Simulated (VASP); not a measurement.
## KPd2Se2I: single point with PBE

Crystal: KPd2Se2I.

```xyz
6
Lattice="0.0000 -4.8397 0.0000 4.8397 0.0000 0.0000 -2.4199 2.4199 7.3415" Properties=species:S:1:pos:R:3 pbc="T T T"
K     0.0000    0.0000    0.0000
Pd    0.0000    0.0000    4.4565
Pd    2.4199   -2.4199    2.8850
Se    2.4199    0.0000    3.6708
Se    0.0000   -2.4199    3.6708
I     0.0000    0.0000    7.3415
```

```
Program             : VASP 6.6.1
Task                : single point
Functional          : PBE
Potentials or basis : VASP PAW PBE potentials, release 64 (K_sv, Pd, Se, I)
Cutoff              : 520 eV
k mesh              : 6 × 6 × 6
Occupations         : gaussian, width 0.2 eV
Spin                : no spin polarisation
```

| Property | Result |
| --- | --- |
| Pressure | 0.1 GPa |
| Largest force | 0.048 eV/Å |
| Band gap on the k mesh | zero (bands 24 and 25 overlap by 0.37 eV) |

Forces on the atoms (eV/Å):
```
K    0.000  0.000  0.000
Pd   0.000  0.000  0.048
Pd   0.000  0.000 -0.048
Se   0.000  0.000  0.000
Se   0.000  0.000  0.000
I    0.000  0.000  0.000
```

Stress tensor (GPa, compression positive):
```
0.02 0.00 0.00
0.00 0.02 0.00
0.00 0.00 0.11
```

Levels at points of the mesh, in eV from the Fermi level:
```
           k point  band 21  band 22  band 23  band 24  band 25  band 26  band 27  band 28
(0.00, 0.00, 0.00)    -1.19    -1.19     0.16     0.16     0.41     0.73     2.09     2.70
(0.50, 0.00, 0.00)    -1.49    -0.60    -0.49    -0.23    -0.11     0.24     4.23     4.73
(0.50, 0.50, 0.00)    -1.56    -1.33    -1.33    -0.84     2.56     2.56     3.19     4.03
(0.00, 0.00, 0.50)    -1.01    -0.71    -0.71    -0.04    -0.04     0.46     2.40     3.47
```

Run time: 4.9 min on 1 thread of AMD EPYC 7R13, with other jobs on the host, peak memory 0.35 GiB.

Caveat: spin-orbit coupling is left out, which moves the levels of the heavy elements.
